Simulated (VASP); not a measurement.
# C (P2_1/m) in VASP: further runs

C is run at these levels: PBE; tasks: relaxation of cell and atoms.

Everything below comes from runs of VASP 6.6.1. Logs are shortened: lines on timing, memory, paths and dates and some standing lists are left out, and cuts for length are marked.

## Step 1: The cell of the first run

It takes space group P2_1/m (No. 11, monoclinic). The conventional cell has a = 1.647 Å, b = 2.466 Å, c = 5.078 Å, α = 90.00°, β = 94.40°, γ = 90.00°. Within 2.0 Å of C (site symmetry m) lie 4 C at 1.51 to 1.65 Å.

The cell was built from a structure type or drawn by symmetry, and may not be a known phase.

## Step 2: Relaxation of cell and atoms, PBE

The input, INCAR:

```
  ALGO = Normal
  EDIFF = 1E-6
  EDIFFG = -0.01
  ENCUT = 600
  GGA = PE
  IBRION = 2
  ISIF = 3
  ISMEAR = 0
  LASPH = True
  LCHARG = False
  LREAL = False
  LWAVE = False
  NELM = 80
  NSW = 100
  PREC = Accurate
  SIGMA = 0.02
```

The input, KPOINTS:

```
k-points
0
Gamma
  22 14 8
```

The input, POSCAR:

```
C
1.0
    1.6469452151      0.0000000000      0.0000000000
    0.0000000000      2.4662654344      0.0000000000
   -0.3894478525      0.0000000000      5.0634137089
C
2
Direct
    0.5204355392      0.2500000000      0.0864269097
    0.4795644608      0.7500000000      0.9135730903
```

Potentials or basis: VASP PAW PBE potentials, release 64 (C).

The run is started by

```bash
> cat potpaw_PBE.64/C/POTCAR > POTCAR
> mpirun -np 1 vasp_std > vasp.out
```

OUTCAR:

```text
EDIFF = 1E-6
   EDIFFG = -0.01
   ENCUT = 600
   GGA = PE
   IBRION = 2
   ISIF = 3
   ISMEAR = 0
   LASPH = True
   LREAL = False
   NELM = 80
   NSW = 100
   PREC = Accurate

 ion  position               nearest neighbor table
   1  0.520  0.250  0.086-   2 1.51   2 1.51
   2  0.480  0.750  0.914-   1 1.51   1 1.51

  LATTYP: Found a simple monoclinic cell.
 ALAT       =     1.6469452151
 B/A-ratio  =     1.4974787332
 C/A-ratio  =     3.0835079339
 COS(beta)  =    -0.0766875901

  Lattice vectors:

 A1 = (   1.6469452151,   0.0000000000,   0.0000000000)
 A2 = (   0.0000000000,   2.4662654344,   0.0000000000)
 A3 = (  -0.3894478525,   0.0000000000,   5.0634137089)

Analysis of symmetry for initial positions (statically):
=====================================================================
 Subroutine PRICEL returns:
 Original cell was already a primitive cell.

 Routine SETGRP: Setting up the symmetry group for a
 simple monoclinic supercell.

 Subroutine GETGRP returns: Found  4 space group operations
 (whereof  2 operations were pure point group operations)
 out of a pool of  4 trial point group operations.

The static configuration has the point symmetry S_2 .
 The point group associated with its full space group is C_2h.

Analysis of symmetry for dynamics (positions and initial velocities):
=====================================================================
 Subroutine PRICEL returns:
 Original cell was already a primitive cell.

 Routine SETGRP: Setting up the symmetry group for a
 simple monoclinic supercell.

 Subroutine GETGRP returns: Found  4 space group operations
 (whereof  2 operations were pure point group operations)
 out of a pool of  4 trial point group operations.

The dynamic configuration has the point symmetry S_2 .
 The point group associated with its full space group is C_2h.

 Subroutine INISYM returns: Found  4 space group operations
 (whereof  2 operations are pure point group operations),
 and found     1 'primitive' translations

----------------------------------------------------------------------------------------

                                     Primitive cell

  volume of cell :      20.5666

  direct lattice vectors                    reciprocal lattice vectors
     1.646945215  0.000000000  0.000000000     0.607184739  0.000000000  0.046701061
     0.000000000  2.466265434  0.000000000     0.000000000  0.405471360  0.000000000
    -0.389447853  0.000000000  5.063413709     0.000000000  0.000000000  0.197495219

  length of vectors
     1.646945215  2.466265434  5.078368637     0.608978075  0.405471360  0.197495219

  position of ions in fractional coordinates (direct lattice)
     0.520435539  0.250000000  0.086426910
     0.479564461  0.750000000  0.913573090

  ion indices of the primitive-cell ions
   primitive index   ion index
                 1           1
                 2           2

----------------------------------------------------------------------------------------

 KPOINTS: k-points

Automatic generation of k-mesh.
 Grid dimensions read from file:
 generate k-points for:   22   14    8

 Generating k-lattice:

  Cartesian coordinates                     Fractional coordinates (reciprocal lattice)
     0.027599306  0.000000000  0.002122776     0.045454545  0.000000000  0.000000000
     0.000000000  0.028962240  0.000000000     0.000000000  0.071428571  0.000000000
     0.000000000  0.000000000  0.024686902     0.000000000  0.000000000  0.125000000

  Length of vectors
     0.027680822  0.028962240  0.024686902

  Shift w.r.t. Gamma in fractional coordinates (k-lattice)
     0.000000000  0.000000000  0.000000000

 Subroutine IBZKPT returns following result:
 ===========================================

 Found    720 irreducible k-points:

 Following reciprocal coordinates:
            Coordinates               Weight
  0.000000  0.000000  0.000000      1.000000
  0.045455  0.000000 -0.000000      2.000000
  0.090909  0.000000 -0.000000      2.000000
  0.136364  0.000000 -0.000000      2.000000
  0.181818  0.000000 -0.000000      2.000000
  0.227273  0.000000  0.000000      2.000000
[... 16 lines left out ...]
  0.454545  0.071429  0.000000      4.000000
  0.500000  0.071429 -0.000000      2.000000
 [... further k-points ...]
   k-points           NKPTS =    720   k-points in BZ     NKDIM =    720   number of bands    NBANDS=      8
   number of dos      NEDOS =    301   number of ions     NIONS =      2
   total plane-waves  NPLWV =  11760
   dimension x,y,z NGX =    14 NGY =   20 NGZ =   42
   dimension x,y,z NGXF=    28 NGYF=   40 NGZF=   84
   ions per type =               2
   NGX,Y,Z   is equivalent  to a cutoff of  14.13, 13.48, 13.75 a.u.
   NGXF,Y,Z  is equivalent  to a cutoff of  28.26, 26.96, 27.50 a.u.
 SYSTEM =  unknown system
   PREC   = accura    normal or accurate (medium, high low for compatibility)
   ISTART =      0    job   : 0-new  1-cont  2-samecut
   ICHARG =      2    charge: 1-file 2-atom 10-const
   ISPIN  =      1    spin polarized calculation?
   LNONCOLLINEAR =      F non collinear calculations
   LSORBIT =      F    spin-orbit coupling
   LASPH  =      T    aspherical Exc in radial PAW
   ENCUT  =  600.0 eV  44.10 Ry    6.64 a.u.   3.29  4.93 10.14*2*pi/ulx,y,z
   NELM   =     80;   NELMIN=  2; NELMDL= -5     # of ELM steps
   EDIFF  = 0.1E-05   stopping-criterion for ELM
   LREAL  =      F    real-space projection
   EDIFFG = -.1E-01   stopping-criterion for IOM
   NSW    =    100    number of steps for IOM
   IBRION =      2    ionic relax: 0-MD 1-quasi-New 2-CG
   NFREE  =      1    steps in history (QN), initial steepest desc. (CG)
   ISIF   =      3    stress and relaxation
   ISYM   =      2    0-nonsym 1-usesym 2-fastsym
   POTIM  = 0.5000    time-step for ionic-motion
   TEBEG  =    0.0;   TEEND  =   0.0 temperature during run
   PSTRESS=    0.0 pullay stress
   NELECT =       8.0000    total number of electrons
   NUPDOWN=      -1.0000    fix difference up-down
   EMIN   =  10.00;   EMAX   =-10.00  energy-range for DOS
   EFERMI =   0.00;   METHOD = LEGACY
   ISMEAR =     0;   SIGMA  =   0.02  broadening in eV -4-tet -1-fermi 0-gaus
   EFERMI_NEDOS =   21; number of points for ismear=-14 and -15
   IALGO  =     38    algorithm
   IMIX   =      4    mixing-type and parameters
     AMIX     =   0.40;   BMIX     =  1.00
     AMIX_MAG =   1.60;   BMIX_MAG =  1.00
  volume/ion in A,a.u.               =      10.28        69.40
  Fermi-wavevector in a.u.,A,eV,Ry     =   1.195044  2.258306 19.430903  1.428131
  Thomas-Fermi vector in A             =   2.331020
   LORBIT       =      0    0 simple, 1 ext, 2 COOP (PROOUT), +10 PAW based schemes
   GGA     = PE    functional components
   LHFCALC =     F    Hartree Fock is set to
   AEXX    =    0.0000 exact exchange contribution
   IVDW    =     0    specifies the selected vdW correction
   LEPSILON=     F    determine dielectric tensor
   LRPA    =     F    only Hartree local field effects (RPA)
 conjugate gradient relaxation of ions
 non-spin polarized calculation
 Gauss-broadening in eV      SIGMA  =   0.02
  energy-cutoff  :      600.00
  volume of cell :       20.57
 maximum number of plane-waves:       709
 NGX is ok and might be reduce to    14
   NGX =  7   NGY =  9   NGZ = 21

--------------------------------------- Ionic step        1  -------------------------------------------

 number of electron       8.0000001 magnetization

 Free energy of the ion-electron system (eV)
  ---------------------------------------------------
  ext. energy  EPLUGINS =         0.00000000
  ---------------------------------------------------
  free energy    TOTEN  =       -14.90133376 eV

  energy without entropy =      -14.90133376  energy(sigma->0) =      -14.90133376

------------------------ aborting loop because EDIFF is reached ----------------------------------------

  FORCE on cell =-STRESS in cart. coord.  units (eV):
  Direction    XX          YY          ZZ          XY          YZ          ZX
  --------------------------------------------------------------------------------------
  -------------------------------------------------------------------------------------
  Total        0.1623869     -0.0369937      0.0099454      0.0000000      0.0000000      0.0000026
  in kB       12.6502504     -2.8818843      0.7747674      0.0000000      0.0000000      0.0002042
  external PRESSURE =       3.5143778 kB  Pullay stress =       0.0000000 kB
[... 129 lines left out ...]
  energy  without entropy=      -14.9014698904  energy(sigma->0) =      -14.90146989

--------------------------------------- Ionic step        5  -------------------------------------------

 number of electron       8.0000001 magnetization

 Free energy of the ion-electron system (eV)
  ---------------------------------------------------
  ext. energy  EPLUGINS =         0.00000000
  ---------------------------------------------------
  free energy    TOTEN  =       -14.90149192 eV

  energy without entropy =      -14.90149192  energy(sigma->0) =      -14.90149192

 E-fermi :   3.2464     XC(G=0):  -9.2164

 val. band max:        3.1106597479   @ k =   0.5000   0.0000   0.5000
 cond. band min:       3.3951850472   @ k =   0.5000   0.0000   0.5000
 fundamental gap:      0.2845252993
 Fermi energy:         3.2463962051

 k-point     1 :       0.0000    0.0000    0.0000
  band No.  band energies     occupation
      1     -18.1575      2.00000
      2      -7.0820      2.00000
      3      -2.9877      2.00000
      4      -0.2060      2.00000
      5       6.9264      0.00000
      6      10.1715      0.00000
      7      11.2247      0.00000
      8      16.7593      0.00000
[... 243 lines left out ...]
 k-point    24 :       0.5000    0.0714   -0.0000
  band No.  band energies     occupation
      1      -8.3798      2.00000
      2      -6.6034      2.00000
      3       0.6509      2.00000
      4       2.6726      2.00000
      5       3.7272      0.00000
      6       8.1268      0.00000
      7      17.1330      0.00000
      8      18.4298      0.00000

 [... further k-points ...]

------------------------ aborting loop because EDIFF is reached ----------------------------------------

  FORCE on cell =-STRESS in cart. coord.  units (eV):
  Direction    XX          YY          ZZ          XY          YZ          ZX
  --------------------------------------------------------------------------------------
  -------------------------------------------------------------------------------------
  Total        0.0022263      0.0121564     -0.0066620      0.0000000      0.0000000     -0.0000614
  in kB        0.1732207      0.9458656     -0.5183580      0.0000000      0.0000000     -0.0047783
  external PRESSURE =       0.2002428 kB  Pullay stress =       0.0000000 kB
[... 17 lines left out ...]
  FREE ENERGIE OF THE ION-ELECTRON SYSTEM (eV)
  ---------------------------------------------------
  free  energy   TOTEN  =       -14.9014919231 eV

  energy  without entropy=      -14.9014919231  energy(sigma->0) =      -14.90149192

 reached required accuracy - stopping structural energy minimisation
```

It took 96 s on 1 thread of Intel Xeon 6975P-C (Granite Rapids), shared host; peak memory 0.23 GiB.

Results:

```
Free energy                           : -14.9015 eV
Relaxed volume                        : 10.30 Å³/atom
Relaxed cell                          : a = 1.650 Å, b = 2.465 Å, c = 5.078 Å, α = 90.00°, β = 94.41°, γ = 90.00°
Space group after relaxing (to 0.1 Å) : P2_1/m (No. 11)
Energy gained by relaxing             : 0.1 meV/atom
Ionic steps                           : 5
Pressure after relaxing               : 0.0 GPa
```

Stress tensor (GPa, compression positive):
```
 0.02  0.00  0.00
 0.00  0.09  0.00
 0.00  0.00 -0.05
```

The path:
```csv
step,energy change (eV),largest force (eV/Å),pressure (GPa),volume (Å³)
1,0.0000,0.0200,0.35,20.57
2,0.0002,0.0839,-0.66,20.63
3,-0.0001,0.0223,-0.07,20.59
4,-0.0001,0.0312,0.13,20.59
5,-0.0002,0.0015,0.02,20.59
```

Final structure:
```
C
1.0
     1.65000    0.00000    0.00000
     0.00000    2.46508    0.00000
    -0.39017    0.00000    5.06258
C
2
Cartesian
  0.8250 0.6163 0.4376
  0.4348 1.8488 4.6250
```

Caveat: this functional lacks dispersion, which binds the layers, so the pressure and a relaxed spacing across them are unreliable.

## Step 3: Relaxation of cell and atoms, PBE

This run uses another cell than the first one, of 11.05 Å³/atom.

The input, INCAR:

```
SYSTEM = C
  PREC = Accurate
  ENCUT = 600
  EDIFF = 1E-7
  ISMEAR = 0
  SIGMA = 0.02
  LREAL = .FALSE.
  LASPH = .TRUE.
  NELM = 100
  ALGO = Normal
  ISIF = 3
  LWAVE = .FALSE.
  LCHARG = .FALSE.
  GGA = PE
  IBRION = 2
  NSW = 100
  EDIFFG = -0.01
```

The input, KPOINTS:

```
regular mesh
0
G
  22 14 8
  0 0 0
```

The input, POSCAR:

```
C
1.0
    1.6502363283      0.0000000000     -0.0005241670
    0.0000000000      2.4644321797      0.0000000000
   -0.3918376049      0.0000000000      5.4320602257
C
2
Direct
    0.5191721381      0.2500000000      0.0803912725
    0.4808278619      0.7500000000      0.9196087275
```

Potentials or basis: VASP PAW PBE potentials, release 64 (C).

The run is started by

```bash
> cat potpaw_PBE.64/C/POTCAR > POTCAR
> mpirun -np 1 vasp_std > vasp.out
```

OUTCAR:

```text
SYSTEM = C
   PREC = Accurate
   ENCUT = 600
   EDIFF = 1E-7
   ISMEAR = 0
   LREAL = .FALSE.
   LASPH = .TRUE.
   NELM = 100
   ISIF = 3
   GGA = PE
   IBRION = 2
   NSW = 100
   EDIFFG = -0.01

 ion  position               nearest neighbor table
   1  0.519  0.250  0.080-   2 1.51   2 1.51
   2  0.481  0.750  0.920-   1 1.51   1 1.51

  LATTYP: Found a simple monoclinic cell.
 ALAT       =     1.6502364115
 B/A-ratio  =     1.4933812892
 C/A-ratio  =     3.3002388674
 COS(beta)  =    -0.0722641167

  Lattice vectors:

 A1 = (   1.6502363283,   0.0000000000,  -0.0005241670)
 A2 = (   0.0000000000,   2.4644321797,   0.0000000000)
 A3 = (  -0.3918376049,   0.0000000000,   5.4320602257)

Analysis of symmetry for initial positions (statically):
=====================================================================
 Subroutine PRICEL returns:
 Original cell was already a primitive cell.

 Routine SETGRP: Setting up the symmetry group for a
 simple monoclinic supercell.

 Subroutine GETGRP returns: Found  4 space group operations
 (whereof  2 operations were pure point group operations)
 out of a pool of  4 trial point group operations.

[... 275 lines left out ...]

 number of electron       8.0000001 magnetization

------------------------ aborting loop because EDIFF is reached ----------------------------------------
[... 67 lines left out ...]
--------------------------------------- Ionic step       23  -------------------------------------------

 number of electron       8.0000001 magnetization

 Free energy of the ion-electron system (eV)
  ---------------------------------------------------
  ext. energy  EPLUGINS =         0.00000000
  ---------------------------------------------------
  free energy    TOTEN  =       -14.90461322 eV

  energy without entropy =      -14.90461322  energy(sigma->0) =      -14.90461322

 E-fermi :   3.3838     XC(G=0):  -9.3244

 val. band max:        3.2379634056   @ k =   0.5000   0.0000   0.5000
 cond. band min:       3.5215119868   @ k =   0.5000   0.0000   0.5000
 fundamental gap:      0.2835485812
 Fermi energy:         3.3837679581

 k-point     1 :       0.0000    0.0000    0.0000
  band No.  band energies     occupation
      1     -18.0248      2.00000
      2      -6.9346      2.00000
      3      -2.8619      2.00000
      4      -0.1069      2.00000
      5       7.0521      0.00000
      6      10.4860      0.00000
      7      11.3588      0.00000
      8      17.9333      0.00000
[... 243 lines left out ...]
 k-point    24 :       0.5000    0.0714    0.0000
  band No.  band energies     occupation
      1      -8.2474      2.00000
      2      -6.4694      2.00000
      3       0.7845      2.00000
      4       2.8022      2.00000
      5       3.8645      0.00000
      6       8.2490      0.00000
      7      17.2654      0.00000
      8      18.5934      0.00000

 [... further k-points ...]

------------------------ aborting loop because EDIFF is reached ----------------------------------------

  FORCE on cell =-STRESS in cart. coord.  units (eV):
  Direction    XX          YY          ZZ          XY          YZ          ZX
  --------------------------------------------------------------------------------------
  -------------------------------------------------------------------------------------
  Total       -0.0018040     -0.0145256      0.0011368      0.0000000      0.0000000     -0.0000433
  in kB       -0.1426041     -1.1482255      0.0898635      0.0000000      0.0000000     -0.0034208
  external PRESSURE =      -0.4003220 kB  Pullay stress =       0.0000000 kB
[... 17 lines left out ...]
  FREE ENERGIE OF THE ION-ELECTRON SYSTEM (eV)
  ---------------------------------------------------
  free  energy   TOTEN  =       -14.9046132208 eV

  energy  without entropy=      -14.9046132208  energy(sigma->0) =      -14.90461322

 reached required accuracy - stopping structural energy minimisation
```

OSZICAR:

```text
N       E                     dE             d eps       ncg     rms          rms(c)
DAV:   1     0.141790380786E+02    0.14179E+02   -0.46922E+03 11752   0.985E+02
DAV:   2    -0.150634606725E+02   -0.29242E+02   -0.27502E+02 18120   0.130E+02
[... 182 lines left out ...]
  22 F= -.14904605E+02 E0= -.14904605E+02  d E =-.498372E-04
       N       E                     dE             d eps       ncg     rms          rms(c)
DAV:   1    -0.149046201934E+02   -0.15587E-04   -0.55539E-04 13136   0.211E-01    0.138E-02
DAV:   2    -0.149046147884E+02    0.54050E-05   -0.11726E-05 14040   0.266E-02    0.737E-03
DAV:   3    -0.149046132059E+02    0.15825E-05   -0.71061E-06 14136   0.170E-02    0.130E-03
DAV:   4    -0.149046132208E+02   -0.14859E-07   -0.12173E-07 12480   0.316E-03
  23 F= -.14904613E+02 E0= -.14904613E+02  d E =-.857836E-05
```

Wall time 7.7 min (1 thread of Intel Xeon 6975P-C (Granite Rapids), shared host); peak memory 0.24 GiB.

What came out:

| Item | Value |
| --- | --- |
| Free energy | -14.9046 eV |
| Relaxed volume | 10.13 Å³/atom |
| Relaxed cell | a = 1.650 Å, b = 2.466 Å, c = 4.998 Å, α = 90.00°, β = 94.52°, γ = 90.00° |
| Space group after relaxing (to 0.1 Å) | P2_1/m (No. 11) |
| Energy gained by relaxing | 1.0 meV/atom |
| Ionic steps | 23 |
| Pressure after relaxing | 0.0 GPa |

Forces in eV/Å, atoms in the order of the input:
```
C    0.000  0.000  0.003
C    0.000  0.000 -0.003
```

Stress tensor (GPa, compression positive):
```
-0.01  0.00  0.00
 0.00 -0.11  0.00
 0.00  0.00  0.01
```

The path:
| step | energy change (eV) | largest force (eV/Å) | pressure (GPa) | volume (Å³) |
| --- | --- | --- | --- | --- |
| 1 | 0.0000 | 0.0494 | 0.19 | 22.09 |
| 2 | 0.0002 | 0.1001 | -0.75 | 22.13 |
| 3 | 0.0000 | 0.0028 | -0.10 | 22.10 |
| 4 | -0.0001 | 0.0043 | -0.08 | 22.09 |
| 5 | -0.0001 | 0.0087 | 0.00 | 22.04 |
| 6 | -0.0001 | 0.0085 | 0.00 | 22.03 |
| 7 | -0.0001 | 0.0079 | 0.00 | 22.02 |
| 8 | -0.0001 | 0.0069 | 0.00 | 22.01 |
| 9 | -0.0002 | 0.0049 | 0.02 | 21.97 |
| 10 | -0.0002 | 0.0010 | 0.05 | 21.89 |
| 11 | -0.0004 | 0.0058 | 0.11 | 21.74 |
| 12 | -0.0005 | 0.0152 | 0.26 | 21.44 |
| 13 | -0.0006 | 0.0164 | 0.25 | 21.41 |
| 14 | -0.0008 | 0.0199 | 0.22 | 21.35 |
| 15 | -0.0011 | 0.0258 | 0.16 | 21.22 |
| 16 | -0.0015 | 0.0341 | 0.07 | 20.96 |
| 17 | -0.0015 | 0.0356 | -0.02 | 20.43 |
| 18 | -0.0016 | 0.0308 | 0.04 | 20.69 |
| 19 | -0.0018 | 0.0133 | 0.03 | 20.59 |
| 20 | -0.0019 | 0.0319 | 0.03 | 20.33 |
| 21 | -0.0019 | 0.0064 | -0.11 | 20.29 |
| 22 | -0.0019 | 0.0002 | -0.15 | 20.28 |
| 23 | -0.0019 | 0.0027 | -0.04 | 20.27 |

Final structure:
```
C
1.0
     1.64997    0.00000   -0.00056
     0.00000    2.46566    0.00000
    -0.39204    0.00000    4.98218
C
2
Direct
  0.52095 0.25000 0.08779
  0.47905 0.75000 0.91221
```

Caveat: this functional lacks dispersion, which binds the layers, so the pressure and a relaxed spacing across them are unreliable.
